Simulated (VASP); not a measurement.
# N (Pa-3) in VASP: further runs

The runs below take N through single point, relaxation of cell and atoms, with r2SCAN.

Everything below comes from runs of VASP 6.6.1. Logs are shortened: lines on timing, memory, paths and dates and some standing lists are left out, and cuts for length are marked.

**1. The cell of the first run**

The structure is cubic, space group Pa-3 (No. 205). Conventional cell: a = 5.785 Å, b = 5.785 Å, c = 5.785 Å, α = 90.00°, β = 90.00°, γ = 90.00°. N (site symmetry 3) has 1 N at 1.09 Å within 1.5 Å.

**2. Single point, r2SCAN**

File POSCAR:

```
N
1.0
    5.7845356206      0.0000000000      0.0000000000
    0.0000000000      5.7845356206      0.0000000000
    0.0000000000      0.0000000000      5.7845356206
N
8
Direct
    0.0545464419      0.0545464419      0.0545464419
    0.4454535581      0.9454535581      0.5545464419
    0.5545464419      0.4454535581      0.9454535581
    0.9454535581      0.5545464419      0.4454535581
    0.9454535581      0.9454535581      0.9454535581
    0.5545464419      0.0545464419      0.4454535581
    0.4454535581      0.5545464419      0.0545464419
    0.0545464419      0.4454535581      0.5545464419
```

File INCAR.step1:

```
SYSTEM = N
  ALGO = Normal
  EDIFF = 1E-4
  ENCUT = 520
  GGA = PE
  ISMEAR = -1
  LASPH = .True.
  LCHARG = .False.
  LREAL = .False.
  LWAVE = .True.
  NBANDS = 30
  NELM = 80
  PREC = Accurate
  SIGMA = 0.05
```

File INCAR.step2:

```
SYSTEM = N
  ALGO = Normal
  EDIFF = 1E-6
  ENCUT = 520
  ISIF = 2
  ISMEAR = -1
  ISTART = 1
  LASPH = .True.
  LCHARG = .True.
  LELF = .True.
  LMIXTAU = .True.
  LREAL = .False.
  LVHAR = .True.
  LWAVE = .False.
  METAGGA = R2SCAN
  NBANDS = 30
  NELM = 80
  PREC = Accurate
  SIGMA = 0.05
```

File KPOINTS:

```
k-points
0
Gamma
  3 3 3
  0 0 0
```

Potentials or basis: VASP PAW PBE potentials, release 64 (N).

Launch:

```console
> cat potpaw_PBE.64/N/POTCAR > POTCAR
> cp INCAR.step1 INCAR
> mpirun -np 1 vasp_std > vasp.out
> cp INCAR.step2 INCAR
> mpirun -np 1 vasp_std > vasp.out
```

OUTCAR:

```text
SYSTEM = N
   EDIFF = 1E-6
   ENCUT = 520
   ISIF = 2
   ISMEAR = -1
   ISTART = 1
   LASPH = .True.
   LREAL = .False.
   METAGGA = R2SCAN
   NELM = 80
   PREC = Accurate

 ion  position               nearest neighbor table
   1  0.055  0.055  0.055-   5 1.09
   2  0.445  0.945  0.555-   6 1.09
   3  0.555  0.445  0.945-   7 1.09
   4  0.945  0.555  0.445-   8 1.09
   5  0.945  0.945  0.945-   1 1.09
   6  0.555  0.055  0.445-   2 1.09
   7  0.445  0.555  0.055-   3 1.09
   8  0.055  0.445  0.555-   4 1.09

  LATTYP: Found a simple cubic cell.
 ALAT       =     5.7845356206

  Lattice vectors:

 A1 = (   5.7845356206,   0.0000000000,   0.0000000000)
 A2 = (   0.0000000000,   5.7845356206,   0.0000000000)
 A3 = (   0.0000000000,   0.0000000000,   5.7845356206)

Analysis of symmetry for initial positions (statically):
=====================================================================
 Subroutine PRICEL returns:
 Original cell was already a primitive cell.

 Routine SETGRP: Setting up the symmetry group for a
 simple cubic supercell.

 Subroutine GETGRP returns: Found 24 space group operations
 (whereof  6 operations were pure point group operations)
 out of a pool of 48 trial point group operations.

The static configuration has the point symmetry S_6 .
 The point group associated with its full space group is T_h .

Analysis of symmetry for dynamics (positions and initial velocities):
=====================================================================
 Subroutine PRICEL returns:
 Original cell was already a primitive cell.

 Routine SETGRP: Setting up the symmetry group for a
 simple cubic supercell.

 Subroutine GETGRP returns: Found 24 space group operations
 (whereof  6 operations were pure point group operations)
 out of a pool of 48 trial point group operations.

The dynamic configuration has the point symmetry S_6 .
 The point group associated with its full space group is T_h .

 Subroutine INISYM returns: Found 24 space group operations
 (whereof  6 operations are pure point group operations),
 and found     1 'primitive' translations

----------------------------------------------------------------------------------------
[... 84 lines left out ...]
   EDIFF  = 0.1E-05   stopping-criterion for ELM
   LREAL  =      F    real-space projection
   EDIFFG = 0.1E-04   stopping-criterion for IOM
   NSW    =      0    number of steps for IOM
   IBRION =     -1    ionic relax: 0-MD 1-quasi-New 2-CG
   NFREE  =      0    steps in history (QN), initial steepest desc. (CG)
   ISIF   =      2    stress and relaxation
   ISYM   =      2    0-nonsym 1-usesym 2-fastsym
   POTIM  = 0.5000    time-step for ionic-motion
   TEBEG  =    0.0;   TEEND  =   0.0 temperature during run
   PSTRESS=    0.0 pullay stress
   NELECT =      40.0000    total number of electrons
   NUPDOWN=      -1.0000    fix difference up-down
   EMIN   =  10.00;   EMAX   =-10.00  energy-range for DOS
   EFERMI =   0.00;   METHOD = LEGACY
   ISMEAR =    -1;   SIGMA  =   0.05  broadening in eV -4-tet -1-fermi 0-gaus
   EFERMI_NEDOS =   21; number of points for ismear=-14 and -15
   IALGO  =     38    algorithm
   IMIX   =      4    mixing-type and parameters
     AMIX     =   0.40;   BMIX     =  1.00
     AMIX_MAG =   1.60;   BMIX_MAG =  1.00
  volume/ion in A,a.u.               =      24.19       163.27
  Fermi-wavevector in a.u.,A,eV,Ry     =   0.967891  1.829048 12.746107  0.936812
  Thomas-Fermi vector in A             =   2.097814
   LORBIT       =      0    0 simple, 1 ext, 2 COOP (PROOUT), +10 PAW based schemes
   METAGGA = R2SCAN    functional components
   LHFCALC =     F    Hartree Fock is set to
   AEXX    =    0.0000 exact exchange contribution
   IVDW    =     0    specifies the selected vdW correction
   LEPSILON=     F    determine dielectric tensor
   LRPA    =     F    only Hartree local field effects (RPA)
 non-spin polarized calculation
  energy-cutoff  :      520.00
  volume of cell :      193.56
 maximum number of plane-waves:      5238
 NGX is ok and might be reduce to    48
   NGX = 21   NGY = 21   NGZ = 21

 number of electron      40.0000001 magnetization

 Free energy of the ion-electron system (eV)
  ---------------------------------------------------
  ext. energy  EPLUGINS =         0.00000000
  ---------------------------------------------------
  free energy    TOTEN  =       -72.93253872 eV

  energy without entropy =      -72.93253872  energy(sigma->0) =      -72.93253872

 E-fermi :  -6.1108     XC(G=0):  -6.2604

 val. band max:       -7.3513732761   @ k =   0.3333   0.0000   0.0000
 cond. band min:       0.9030654710   @ k =   0.0000   0.0000   0.0000
 fundamental gap:      8.2544387472
 Fermi energy:        -6.1107684481

 k-point     1 :       0.0000    0.0000    0.0000
  band No.  band energies     occupation
      1     -26.7318      2.00000
      2     -26.6914      2.00000
      3     -26.6914      2.00000
      4     -26.6914      2.00000
      5     -11.0617      2.00000
      6     -11.0617      2.00000
[... 121 lines left out ...]
     29       5.3975      0.00000
     30       6.2167      0.00000

------------------------ aborting loop because EDIFF is reached ----------------------------------------

  FORCE on cell =-STRESS in cart. coord.  units (eV):
  Direction    XX          YY          ZZ          XY          YZ          ZX
  --------------------------------------------------------------------------------------
  -------------------------------------------------------------------------------------
  Total        2.9310891      2.9310891      2.9310891     -0.0000000      0.0000000     -0.0000000
  in kB       24.2624194     24.2624194     24.2624194     -0.0000000      0.0000000     -0.0000000
  external PRESSURE =      24.2624194 kB  Pullay stress =       0.0000000 kB

 VOLUME and BASIS-vectors are now :
 -----------------------------------------------------------------------------
  energy-cutoff  :      520.00
  volume of cell :      193.56
      direct lattice vectors                 reciprocal lattice vectors
     5.784535621  0.000000000  0.000000000     0.172874724  0.000000000  0.000000000
     0.000000000  5.784535621  0.000000000     0.000000000  0.172874724  0.000000000
     0.000000000  0.000000000  5.784535621     0.000000000  0.000000000  0.172874724

 POSITION                                       TOTAL-FORCE (eV/Angst)
 -----------------------------------------------------------------------------------
      0.31553      0.31553      0.31553         1.332803      1.332803      1.332803
      2.57674      5.46901      3.20779        -1.332803     -1.332803      1.332803
      3.20779      2.57674      5.46901         1.332803     -1.332803     -1.332803
      5.46901      3.20779      2.57674        -1.332803      1.332803     -1.332803
      5.46901      5.46901      5.46901        -1.332803     -1.332803     -1.332803
      3.20779      0.31553      2.57674         1.332803      1.332803     -1.332803
      2.57674      3.20779      0.31553        -1.332803      1.332803      1.332803
      0.31553      2.57674      3.20779         1.332803     -1.332803      1.332803
 -----------------------------------------------------------------------------------
    total drift:                               -0.000000     -0.000000      0.000000

  FREE ENERGIE OF THE ION-ELECTRON SYSTEM (eV)
  ---------------------------------------------------
  free  energy   TOTEN  =       -72.9325387154 eV

  energy  without entropy=      -72.9325387153  energy(sigma->0) =      -72.93253872
```

OUTCAR.step1:

```text
SYSTEM = N
   EDIFF = 1E-4
   ENCUT = 520
   GGA = PE
   ISMEAR = -1
   LASPH = .True.
[... 355 lines left out ...]
      3.20779      0.31553      2.57674         1.850597      1.850597     -1.850597
      2.57674      3.20779      0.31553        -1.850597      1.850597      1.850597
      0.31553      2.57674      3.20779         1.850597     -1.850597      1.850597
 -----------------------------------------------------------------------------------
    total drift:                               -0.000000     -0.000000      0.000000

  FREE ENERGIE OF THE ION-ELECTRON SYSTEM (eV)
  ---------------------------------------------------
  free  energy   TOTEN  =       -66.5582899102 eV

  energy  without entropy=      -66.5582899102  energy(sigma->0) =      -66.55828991
```

OSZICAR.step1:

```text
N       E                     dE             d eps       ncg     rms          rms(c)
DAV:   1     0.258337911050E+03    0.25834E+03   -0.18007E+04   240   0.111E+03
DAV:   2    -0.434272383182E+02   -0.30177E+03   -0.29319E+03   322   0.271E+02
DAV:   3    -0.698471640053E+02   -0.26420E+02   -0.26205E+02   282   0.856E+01
DAV:   4    -0.701889781336E+02   -0.34181E+00   -0.34136E+00   290   0.119E+01
DAV:   5    -0.701921308278E+02   -0.31527E-02   -0.31526E-02   286   0.102E+00    0.163E+01
DAV:   6    -0.672316316525E+02    0.29605E+01   -0.40634E+00   272   0.107E+01    0.933E+00
DAV:   7    -0.665727747867E+02    0.65886E+00   -0.25998E+00   296   0.863E+00    0.267E+00
DAV:   8    -0.665592760094E+02    0.13499E-01   -0.20403E-01   268   0.258E+00    0.411E-01
DAV:   9    -0.665581156006E+02    0.11604E-02   -0.93202E-03   280   0.526E-01    0.178E-01
DAV:  10    -0.665583103443E+02   -0.19474E-03   -0.80411E-04   292   0.197E-01    0.707E-02
DAV:  11    -0.665582899102E+02    0.20434E-04   -0.47648E-05   174   0.517E-02
   1 F= -.66558290E+02 E0= -.66558290E+02  d E =-.740613E-10
```

Wall time 71 s (1 thread of Intel Xeon Platinum 8488C (Sapphire Rapids), shared host); peak memory 0.33 GiB.

What came out:

```yaml
Free_energy: -72.9325 eV
Pressure: 2.4 GPa
Largest_force: 2.308 eV/Å
Band_gap_on_the_k_mesh: 8.25 eV (least direct gap 8.27 eV)
```

Forces in eV/Å, atoms in the order of the input:
```
N    1.333  1.333  1.333
N   -1.333 -1.333  1.333
N    1.333 -1.333 -1.333
N   -1.333  1.333 -1.333
N   -1.333 -1.333 -1.333
N    1.333  1.333 -1.333
N   -1.333  1.333  1.333
N    1.333 -1.333  1.333
```

Caveat: the standard files for N, O and F lose accuracy on very short bonds; the PAW data sets were made with another functional, which shifts forces and pressure a little; an odd mesh through Γ misses points on the zone boundary, where band edges can lie.

**3. Single point, r2SCAN**

POSCAR is that of step 2.

File INCAR.step1:

```
SYSTEM = N
PREC = Accurate ; ENCUT = 520
ISMEAR = -1 ; SIGMA = 0.05
LREAL = .False. ; LASPH = .True.
NELM = 100 ; NBANDS = 30
GGA = PE ; ALGO = Normal
EDIFF = 1E-4 ; LWAVE = .True.
LCHARG = .False.
```

File INCAR.step2:

```
SYSTEM = N
PREC = Accurate ; ENCUT = 520
EDIFF = 1E-6 ; ISMEAR = -1
SIGMA = 0.05 ; LREAL = .False.
LASPH = .True. ; NELM = 100
ALGO = Normal ; ISIF = 2
LWAVE = .False. ; LCHARG = .True.
METAGGA = R2SCAN ; LMIXTAU = .True.
LELF = .True. ; LVHAR = .True.
NBANDS = 30 ; ISTART = 1
```

File KPOINTS:

```
Automatic mesh
0
Gamma
  5 5 5
  0 0 0
```

Potentials or basis: VASP PAW PBE potentials, release 64 (N).

Launch:

```console
> cat potpaw_PBE.64/N/POTCAR > POTCAR
> cp INCAR.step1 INCAR
> mpirun -np 1 vasp_std > vasp.out
> cp INCAR.step2 INCAR
> mpirun -np 1 vasp_std > vasp.out
```

OUTCAR:

```text
SYSTEM = N
   PREC = Accurate
   ENCUT = 520
   EDIFF = 1E-6
   ISMEAR = -1
   LREAL = .False.
   LASPH = .True.
   NELM = 100
   ISIF = 2
   METAGGA = R2SCAN
   ISTART = 1

 ion  position               nearest neighbor table
   1  0.055  0.055  0.055-   5 1.09
   2  0.445  0.945  0.555-   6 1.09
   3  0.555  0.445  0.945-   7 1.09
[... 564 lines left out ...]
  -------------------------------------------------------------------------------------
  Total        2.9299290      2.9299290      2.9299290      0.0000000      0.0000000      0.0000000
  in kB       24.2528165     24.2528165     24.2528165      0.0000000      0.0000000      0.0000000
  external PRESSURE =      24.2528165 kB  Pullay stress =       0.0000000 kB

 VOLUME and BASIS-vectors are now :
 -----------------------------------------------------------------------------
  energy-cutoff  :      520.00
  volume of cell :      193.56
      direct lattice vectors                 reciprocal lattice vectors
     5.784535621  0.000000000  0.000000000     0.172874724  0.000000000  0.000000000
     0.000000000  5.784535621  0.000000000     0.000000000  0.172874724  0.000000000
     0.000000000  0.000000000  5.784535621     0.000000000  0.000000000  0.172874724

 POSITION                                       TOTAL-FORCE (eV/Angst)
 -----------------------------------------------------------------------------------
      0.31553      0.31553      0.31553         1.333159      1.333159      1.333159
      2.57674      5.46901      3.20779        -1.333159     -1.333159      1.333159
      3.20779      2.57674      5.46901         1.333159     -1.333159     -1.333159
      5.46901      3.20779      2.57674        -1.333159      1.333159     -1.333159
      5.46901      5.46901      5.46901        -1.333159     -1.333159     -1.333159
      3.20779      0.31553      2.57674         1.333159      1.333159     -1.333159
      2.57674      3.20779      0.31553        -1.333159      1.333159      1.333159
      0.31553      2.57674      3.20779         1.333159     -1.333159      1.333159
 -----------------------------------------------------------------------------------
    total drift:                               -0.000000     -0.000000      0.000000

  FREE ENERGIE OF THE ION-ELECTRON SYSTEM (eV)
  ---------------------------------------------------
  free  energy   TOTEN  =       -72.9323429929 eV

  energy  without entropy=      -72.9323429929  energy(sigma->0) =      -72.93234299
```

OUTCAR.step1:

```text
SYSTEM = N
   PREC = Accurate
   ENCUT = 520
   ISMEAR = -1
   LREAL = .False.
   LASPH = .True.
[... 593 lines left out ...]
      3.20779      0.31553      2.57674         1.850745      1.850745     -1.850745
      2.57674      3.20779      0.31553        -1.850745      1.850745      1.850745
      0.31553      2.57674      3.20779         1.850745     -1.850745      1.850745
 -----------------------------------------------------------------------------------
    total drift:                               -0.000000     -0.000000      0.000000

  FREE ENERGIE OF THE ION-ELECTRON SYSTEM (eV)
  ---------------------------------------------------
  free  energy   TOTEN  =       -66.5582181249 eV

  energy  without entropy=      -66.5582181248  energy(sigma->0) =      -66.55821812
```

It took 2.5 min on 1 thread of Intel Xeon Platinum 8488C (Sapphire Rapids), shared host; peak memory 0.35 GiB.

Results:

```
Free energy            : -72.9323 eV
Pressure               : 2.4 GPa
Largest force          : 2.309 eV/Å
Band gap on the k mesh : 8.25 eV (least direct gap 8.27 eV)
```

Forces in eV/Å, atoms in the order of the input:
```
N    1.333  1.333  1.333
N   -1.333 -1.333  1.333
N    1.333 -1.333 -1.333
N   -1.333  1.333 -1.333
N   -1.333 -1.333 -1.333
N    1.333  1.333 -1.333
N   -1.333  1.333  1.333
N    1.333 -1.333  1.333
```

Caveat: the standard files for N, O and F lose accuracy on very short bonds; the PAW data sets were made with another functional, which shifts forces and pressure a little; an odd mesh through Γ misses points on the zone boundary, where band edges can lie.

**4. Relaxation of cell and atoms, r2SCAN**

This run uses another cell than the first one, of 22.47 Å³/atom.

File POSCAR:

```
N
1.0
    5.6440000000      0.0000000000      0.0000000000
    0.0000000000      5.6440000000      0.0000000000
    0.0000000000      0.0000000000      5.6440000000
N
8
Direct
    0.0540000000      0.0540000000      0.0540000000
    0.4460000000      0.9460000000      0.5540000000
    0.5540000000      0.4460000000      0.9460000000
    0.9460000000      0.5540000000      0.4460000000
    0.9460000000      0.9460000000      0.9460000000
    0.5540000000      0.0540000000      0.4460000000
    0.4460000000      0.5540000000      0.0540000000
    0.0540000000      0.4460000000      0.5540000000
```

File INCAR.step1:

```
SYSTEM = N
PREC = Accurate
ENCUT = 600
ISMEAR = -1
SIGMA = 0.05
LREAL = .False.
LASPH = .True.
NELM = 100
GGA = PE
ALGO = Normal
EDIFF = 1E-4
LWAVE = .True.
LCHARG = .False.
```

File INCAR.step2:

```
SYSTEM = N
PREC = Accurate
ENCUT = 600
EDIFF = 1E-6
ISMEAR = -1
SIGMA = 0.05
LREAL = .False.
LASPH = .True.
NELM = 100
ALGO = Normal
ISIF = 3
LWAVE = .False.
LCHARG = .False.
METAGGA = R2SCAN
LMIXTAU = .True.
IBRION = 2
NSW = 80
EDIFFG = -0.01
ISTART = 1
```

File KPOINTS:

```
Automatic mesh
0
Gamma
  3 3 3
  0 0 0
```

Launch:

```console
> cat potpaw_PBE.64/N/POTCAR > POTCAR
> cp INCAR.step1 INCAR
> mpirun -np 1 vasp_std > vasp.out
> cp INCAR.step2 INCAR
> mpirun -np 1 vasp_std > vasp.out
```

It took 11 min on 1 thread of Intel Xeon Platinum 8488C (Sapphire Rapids), shared host; peak memory 0.35 GiB.

Results (log left out):

| Quantity | Value |
| --- | --- |
| Free energy | -73.0193 eV |
| Relaxed volume | 22.49 Å³/atom |
| Relaxed cell | a = 5.645 Å, b = 5.645 Å, c = 5.645 Å, α = 90.00°, β = 90.00°, γ = 90.00° |
| Space group after relaxing (to 0.1 Å) | Pa-3 (No. 205) |
| Pressure after relaxing | 0.0 GPa |
| Band gap on the k mesh | 7.99 eV (least direct gap 8.01 eV) |

Final structure:
```
N
1.0
     5.64535    0.00000    0.00000
     0.00000    5.64535    0.00000
     0.00000    0.00000    5.64535
N
8
Direct
  0.05655 0.05655 0.05655
  0.44345 0.94345 0.55655
  0.55655 0.44345 0.94345
  0.94345 0.55655 0.44345
  0.94345 0.94345 0.94345
  0.55655 0.05655 0.44345
  0.44345 0.55655 0.05655
  0.05655 0.44345 0.55655
```

Levels at points of the mesh, in eV from the valence-band top:
```csv
k point,band 18,band 19,band 20,band 21,band 22,band 23
"(0.00, 0.00, 0.00)",-0.02,-0.02,-0.02,7.99,7.99,7.99
```

Caveat: the standard files for N, O and F lose accuracy on very short bonds; the PAW data sets were made with another functional, which shifts forces and pressure a little; an odd mesh through Γ misses points on the zone boundary, where band edges can lie. r2SCAN opens gaps a little over a GGA but as a rule still falls short of measured ones.

**5. Overview**

```tsv
task	cell	k mesh	cutoff (eV)	gap on the mesh (eV)	pressure (GPa)	largest force (eV/Å)
single point	a = 5.785 Å, 8 atoms, atomic positions A	3 × 3 × 3	520	8.25	2.4	2.31
single point	a = 5.785 Å, 8 atoms, atomic positions A	5 × 5 × 5	520	8.25	2.4	2.31
relaxation of cell and atoms	relaxed from a = 5.644 Å, 8 atoms, atomic positions B	3 × 3 × 3	600	7.99	0.0	-
```

Alike in all rows: level r2SCAN; potentials or basis VASP PAW PBE potentials, release 64 (N); no spin polarisation; smearing fermi-dirac 0.05 eV.

Caveats: the standard files for N, O and F lose accuracy on very short bonds; the PAW data sets were made with another functional, which shifts forces and pressure a little; an odd mesh through Γ misses points on the zone boundary, where band edges can lie.

Total energies depend on the potentials used, so only differences within one code and one set of settings carry meaning.
